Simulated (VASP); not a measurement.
# Pd (P6/mmm) in VASP: relaxation of cell and atoms with PBE

Aim: the relaxation of cell and atoms of Pd with PBE.

All numbers are computed with VASP 6.6.1; they aren't measurements. Logs are shortened: lines on timing, memory, paths and dates and some standing lists are left out, and cuts for length are marked.

## 1. The cell of the first run

Symmetry: P6/mmm, No. 191, hexagonal system. The conventional cell has a = 4.365 Å, b = 4.365 Å, c = 2.676 Å, α = 90.00°, β = 90.00°, γ = 120.00°. Within 3.5 Å of Pd (site symmetry 6/mmm) lie 14 Pd at 2.68 to 2.85 Å. Pd (site symmetry -6m2) has 11 Pd at 2.52 to 2.85 Å within 3.3 Å.

This isn't the form of Pd at room conditions, which is fcc.

## 2. Relaxation of cell and atoms, PBE

Contents of INCAR:

```
SYSTEM = Pd
PREC = Accurate
ENCUT = 600
EDIFF = 1E-6
ISMEAR = -1
SIGMA = 0.1
LREAL = .False.
LASPH = .True.
NELM = 100
ALGO = Normal
ISIF = 3
LWAVE = .False.
LCHARG = .False.
GGA = PE
IBRION = 2
NSW = 80
EDIFFG = -0.01
```

Contents of KPOINTS:

```
regular mesh
0
Gamma
  8 8 12
  0 0 0
```

Contents of POSCAR:

```
Pd
1.0
    4.3646624039      0.0000000000      0.0000000000
   -2.1823312020      3.7799085207      0.0000000000
    0.0000000000      0.0000000000      2.6755380536
Pd
3
Direct
    0.0000000000      0.0000000000      0.0000000000
    0.3333333333      0.6666666667      0.5000000000
    0.6666666667      0.3333333333      0.5000000000
```

Potentials or basis: VASP PAW PBE potentials, release 64 (Pd).

Launch:

```bash
$ cat potpaw_PBE.64/Pd/POTCAR > POTCAR
$ mpirun -np 1 vasp_std > vasp.out
```

OUTCAR:

```text
SYSTEM = Pd
   PREC = Accurate
   ENCUT = 600
   EDIFF = 1E-6
   ISMEAR = -1
   LREAL = .False.
   LASPH = .True.
   NELM = 100
   ISIF = 3
   GGA = PE
   IBRION = 2
   NSW = 80
   EDIFFG = -0.01

 ion  position               nearest neighbor table
   1  0.000  0.000  0.000-   2 2.85   3 2.85   2 2.85   3 2.85   3 2.85   3 2.85   2 2.85   2 2.85
                             3 2.85   3 2.85   2 2.85   2 2.85
   2  0.333  0.667  0.500-   3 2.52   3 2.52   3 2.52   1 2.85   1 2.85   1 2.85   1 2.85   1 2.85
                             1 2.85
   3  0.667  0.333  0.500-   2 2.52   2 2.52   2 2.52   1 2.85   1 2.85   1 2.85   1 2.85   1 2.85
                             1 2.85

  LATTYP: Found a hexagonal cell.
 ALAT       =     4.3646624039
 C/A-ratio  =     0.6130000000

  Lattice vectors:

 A1 = (   4.3646624039,   0.0000000000,   0.0000000000)
 A2 = (  -2.1823312020,   3.7799085207,   0.0000000000)
 A3 = (   0.0000000000,   0.0000000000,   2.6755380536)

Analysis of symmetry for initial positions (statically):
=====================================================================
 Subroutine PRICEL returns:
 Original cell was already a primitive cell.

 Routine SETGRP: Setting up the symmetry group for a
 hexagonal supercell.

 Subroutine GETGRP returns: Found 24 space group operations
 (whereof 24 operations were pure point group operations)
 out of a pool of 24 trial point group operations.

The static configuration has the point symmetry D_6h.

Analysis of symmetry for dynamics (positions and initial velocities):
=====================================================================
 Subroutine PRICEL returns:
 Original cell was already a primitive cell.

 Routine SETGRP: Setting up the symmetry group for a
 hexagonal supercell.

 Subroutine GETGRP returns: Found 24 space group operations
 (whereof 24 operations were pure point group operations)
 out of a pool of 24 trial point group operations.

The dynamic configuration has the point symmetry D_6h.

 Subroutine INISYM returns: Found 24 space group operations
 (whereof 24 operations are pure point group operations),
 and found     1 'primitive' translations

----------------------------------------------------------------------------------------

                                     Primitive cell

  volume of cell :      44.1411

  direct lattice vectors                    reciprocal lattice vectors
     4.364662404  0.000000000  0.000000000     0.229112794  0.132278334  0.000000000
    -2.182331202  3.779908521  0.000000000     0.000000000  0.264556667  0.000000000
     0.000000000  0.000000000  2.675538054     0.000000000  0.000000000  0.373756598

  length of vectors
     4.364662404  4.364662404  2.675538054     0.264556667  0.264556667  0.373756598

  position of ions in fractional coordinates (direct lattice)
     0.000000000  0.000000000  0.000000000
     0.333333333  0.666666667  0.500000000
     0.666666667  0.333333333  0.500000000

  ion indices of the primitive-cell ions
   primitive index   ion index
                 1           1
                 2           2
                 3           3

----------------------------------------------------------------------------------------

 KPOINTS: regular mesh

Automatic generation of k-mesh.
 Grid dimensions read from file:
 generate k-points for:    8    8   12

 Generating k-lattice:

  Cartesian coordinates                     Fractional coordinates (reciprocal lattice)
     0.028639099  0.016534792  0.000000000     0.125000000 -0.000000000  0.000000000
     0.000000000  0.033069583  0.000000000     0.000000000  0.125000000  0.000000000
     0.000000000  0.000000000  0.031146383     0.000000000  0.000000000  0.083333333

  Length of vectors
     0.033069583  0.033069583  0.031146383

  Shift w.r.t. Gamma in fractional coordinates (k-lattice)
     0.000000000  0.000000000  0.000000000

 Subroutine IBZKPT returns following result:
 ===========================================

 Found     70 irreducible k-points:

 Following reciprocal coordinates:
            Coordinates               Weight
  0.000000  0.000000  0.000000      1.000000
  0.125000  0.000000  0.000000      6.000000
  0.250000  0.000000  0.000000      6.000000
  0.375000  0.000000  0.000000      6.000000
  0.500000  0.000000  0.000000      3.000000
  0.125000  0.125000  0.000000      6.000000
[... 16 lines left out ...]
  0.250000  0.000000  0.166667     12.000000
  0.375000  0.000000  0.166667     12.000000
 [... further k-points ...]
   k-points           NKPTS =     70   k-points in BZ     NKDIM =     70   number of bands    NBANDS=     19
   number of dos      NEDOS =    301   number of ions     NIONS =      3
   total plane-waves  NPLWV =  31104
   dimension x,y,z NGX =    36 NGY =   36 NGZ =   24
   dimension x,y,z NGXF=    72 NGYF=   72 NGZF=   48
   ions per type =               3
   NGX,Y,Z   is equivalent  to a cutoff of  13.71, 13.71, 14.91 a.u.
   NGXF,Y,Z  is equivalent  to a cutoff of  27.42, 27.42, 29.83 a.u.
 SYSTEM =  Pd
   PREC   = accura    normal or accurate (medium, high low for compatibility)
   ISTART =      0    job   : 0-new  1-cont  2-samecut
   ICHARG =      2    charge: 1-file 2-atom 10-const
   ISPIN  =      1    spin polarized calculation?
   LNONCOLLINEAR =      F non collinear calculations
   LSORBIT =      F    spin-orbit coupling
   LASPH  =      T    aspherical Exc in radial PAW
   ENCUT  =  600.0 eV  44.10 Ry    6.64 a.u.   8.72  8.72  5.34*2*pi/ulx,y,z
   NELM   =    100;   NELMIN=  2; NELMDL= -5     # of ELM steps
   EDIFF  = 0.1E-05   stopping-criterion for ELM
   LREAL  =      F    real-space projection
   EDIFFG = -.1E-01   stopping-criterion for IOM
   NSW    =     80    number of steps for IOM
   IBRION =      2    ionic relax: 0-MD 1-quasi-New 2-CG
   NFREE  =      1    steps in history (QN), initial steepest desc. (CG)
   ISIF   =      3    stress and relaxation
   ISYM   =      2    0-nonsym 1-usesym 2-fastsym
   POTIM  = 0.5000    time-step for ionic-motion
   TEBEG  =    0.0;   TEEND  =   0.0 temperature during run
   PSTRESS=    0.0 pullay stress
   NELECT =      30.0000    total number of electrons
   NUPDOWN=      -1.0000    fix difference up-down
   EMIN   =  10.00;   EMAX   =-10.00  energy-range for DOS
   EFERMI =   0.00;   METHOD = LEGACY
   ISMEAR =    -1;   SIGMA  =   0.10  broadening in eV -4-tet -1-fermi 0-gaus
   EFERMI_NEDOS =   21; number of points for ismear=-14 and -15
   IALGO  =     38    algorithm
   IMIX   =      4    mixing-type and parameters
     AMIX     =   0.40;   BMIX     =  1.00
     AMIX_MAG =   1.60;   BMIX_MAG =  1.00
  volume/ion in A,a.u.               =      14.71        99.29
  Fermi-wavevector in a.u.,A,eV,Ry     =   1.439354  2.719984 28.187725  2.071739
  Thomas-Fermi vector in A             =   2.558219
   LORBIT       =      0    0 simple, 1 ext, 2 COOP (PROOUT), +10 PAW based schemes
   GGA     = PE    functional components
   LHFCALC =     F    Hartree Fock is set to
   AEXX    =    0.0000 exact exchange contribution
   IVDW    =     0    specifies the selected vdW correction
   LEPSILON=     F    determine dielectric tensor
   LRPA    =     F    only Hartree local field effects (RPA)
 conjugate gradient relaxation of ions
 non-spin polarized calculation
  energy-cutoff  :      600.00
  volume of cell :       44.14
 maximum number of plane-waves:      1517
 NGX is ok and might be reduce to    36
   NGX = 17   NGY = 17   NGZ = 11

--------------------------------------- Ionic step        1  -------------------------------------------

 number of electron      30.0000010 magnetization

 Free energy of the ion-electron system (eV)
  ---------------------------------------------------
  ext. energy  EPLUGINS =         0.00000000
  ---------------------------------------------------
  free energy    TOTEN  =       -15.31326872 eV

  energy without entropy =      -15.13587494  energy(sigma->0) =      -15.22457183

------------------------ aborting loop because EDIFF is reached ----------------------------------------

  FORCE on cell =-STRESS in cart. coord.  units (eV):
  Direction    XX          YY          ZZ          XY          YZ          ZX
  --------------------------------------------------------------------------------------
  -------------------------------------------------------------------------------------
  Total        4.1288649      4.1288649      1.6629243     -0.0000000      0.0000000      0.0000000
  in kB      149.8642954    149.8642954     60.3587151     -0.0000000      0.0000000      0.0000000
  external PRESSURE =     120.0291020 kB  Pullay stress =       0.0000000 kB

 VOLUME and BASIS-vectors are now :
 -----------------------------------------------------------------------------
  energy-cutoff  :      600.00
  volume of cell :       44.14
      direct lattice vectors                 reciprocal lattice vectors
     4.364662404  0.000000000  0.000000000     0.229112794  0.132278334  0.000000000
    -2.182331202  3.779908521  0.000000000     0.000000000  0.264556667  0.000000000
     0.000000000  0.000000000  2.675538054     0.000000000  0.000000000  0.373756598
[... 149 lines left out ...]
 POSITION                                       TOTAL-FORCE (eV/Angst)
 -----------------------------------------------------------------------------------
      4.50031     -0.00000      2.67669        -0.000000      0.000000      0.000000
     -0.00000      2.59825      1.33834        -0.000000     -0.000000      0.000000
      2.25015      1.29913      1.33834         0.000000      0.000000     -0.000000
 -----------------------------------------------------------------------------------
    total drift:                                0.000000      0.000000      0.000000

  FREE ENERGIE OF THE ION-ELECTRON SYSTEM (eV)
  ---------------------------------------------------
  free  energy   TOTEN  =       -15.4344323522 eV

  energy  without entropy=      -15.2542181917  energy(sigma->0) =      -15.34432527

--------------------------------------- Ionic step        6  -------------------------------------------

 number of electron      29.9999992 magnetization

 Free energy of the ion-electron system (eV)
  ---------------------------------------------------
  ext. energy  EPLUGINS =         0.00000000
  ---------------------------------------------------
  free energy    TOTEN  =       -15.43444568 eV

  energy without entropy =      -15.25397401  energy(sigma->0) =      -15.34420985

 E-fermi :   8.8452     XC(G=0): -12.8045

 val. band max:        8.8395979425   @ k =   0.3750   0.1250   0.0833
 cond. band min:       8.8484442080   @ k =   0.2500   0.0000   0.0000
 fundamental gap:      0.0088462655
 Fermi energy:         8.8452214883

 k-point     1 :       0.0000    0.0000    0.0000
  band No.  band energies     occupation
      1       2.1368      2.00000
      2       4.0414      2.00000
      3       5.4516      2.00000
      4       5.8274      2.00000
      5       5.8274      2.00000
      6       5.8402      2.00000
[... 11 lines left out ...]
     18      16.1156      0.00000
     19      16.1298      0.00000
[... 485 lines left out ...]
 k-point    24 :       0.3750    0.0000    0.1667
  band No.  band energies     occupation
      1       4.1131      2.00000
      2       4.3972      2.00000
      3       5.0918      2.00000
      4       5.1811      2.00000
      5       5.3173      2.00000
      6       5.8532      2.00000
[... 11 lines left out ...]
     18      12.7241      0.00000
     19      16.1362      0.00000

 [... further k-points ...]

------------------------ aborting loop because EDIFF is reached ----------------------------------------

  FORCE on cell =-STRESS in cart. coord.  units (eV):
  Direction    XX          YY          ZZ          XY          YZ          ZX
  --------------------------------------------------------------------------------------
  -------------------------------------------------------------------------------------
  Total        0.0084647      0.0084647      0.0060465     -0.0000000      0.0000000      0.0000000
  in kB        0.2888119      0.2888119      0.2063022     -0.0000000      0.0000000      0.0000000
  external PRESSURE =       0.2613087 kB  Pullay stress =       0.0000000 kB

 VOLUME and BASIS-vectors are now :
 -----------------------------------------------------------------------------
  energy-cutoff  :      600.00
  volume of cell :       46.96
      direct lattice vectors                 reciprocal lattice vectors
     4.499554608 -0.000000000 -0.000000000     0.222244219  0.128312760  0.000000000
    -2.249777304  3.896728597  0.000000000     0.000000000  0.256625519 -0.000000000
    -0.000000000  0.000000000  2.678167681     0.000000000 -0.000000000  0.373389615

 POSITION                                       TOTAL-FORCE (eV/Angst)
 -----------------------------------------------------------------------------------
     -0.00000      0.00000      0.00000        -0.000000      0.000000      0.000000
     -0.00000      2.59782      1.33908         0.000000     -0.000000     -0.000000
      2.24978      1.29891      1.33908        -0.000000      0.000000      0.000000
 -----------------------------------------------------------------------------------
    total drift:                                0.000000      0.000000     -0.000000

  FREE ENERGIE OF THE ION-ELECTRON SYSTEM (eV)
  ---------------------------------------------------
  free  energy   TOTEN  =       -15.4344456800 eV

  energy  without entropy=      -15.2539740134  energy(sigma->0) =      -15.34420985

 reached required accuracy - stopping structural energy minimisation
```

Run time: 5.5 min. Hardware: 1 thread of Intel Xeon 8259CL, shared host; peak memory 0.23 GiB.

What came out:

| Item | Value |
| --- | --- |
| Free energy | -15.4344 eV |
| Relaxed volume | 15.65 Å³/atom |
| Relaxed cell | a = 4.500 Å, b = 4.500 Å, c = 2.678 Å, α = 90.00°, β = 90.00°, γ = 120.00° |
| Space group after relaxing (to 0.1 Å) | P6/mmm (No. 191) |
| Energy gained by relaxing | 40.4 meV/atom |
| Ionic steps | 6 |
| Pressure after relaxing | 0.0 GPa |
| Band gap on the k mesh | zero (bands 15 and 16 overlap by 0.90 eV) |

The path:
```tsv
step	energy change (eV)	largest force (eV/Å)	pressure (GPa)	volume (Å³)
1	0.0000	0.0000	12.00	44.14
2	0.0598	0.0000	-11.32	51.54
3	-0.1166	0.0000	-0.74	47.21
4	-0.1167	0.0000	-0.54	47.14
5	-0.1212	0.0000	0.06	46.95
6	-0.1212	0.0000	0.03	46.96
```

Final structure:
```
CELL_PARAMETERS angstrom
4.49955 0.00000 0.00000
-2.24978 3.89673 0.00000
0.00000 0.00000 2.67817
ATOMIC_POSITIONS crystal
Pd 0.00000 0.00000 0.00000
Pd 0.33333 0.66667 0.50000
Pd 0.66667 0.33333 0.50000
```

Levels at points of the mesh, in eV from the Fermi level:
```tsv
k point	band 11	band 12	band 13	band 14	band 15	band 16	band 17	band 18	band 19
(0.00, 0.00, 0.00)	-1.50	-1.50	-1.36	-1.36	0.10	0.10	7.27	7.27	7.28
(0.50, 0.00, 0.00)	-1.22	-0.51	-0.35	-0.35	-0.27	-0.07	0.16	1.36	7.23
(0.00, 0.00, 0.50)	-0.47	-0.47	-0.20	-0.20	0.65	2.33	3.09	9.23	9.92
(0.50, 0.00, 0.50)	-0.79	-0.67	-0.41	0.09	0.38	2.91	3.17	6.33	6.80
```
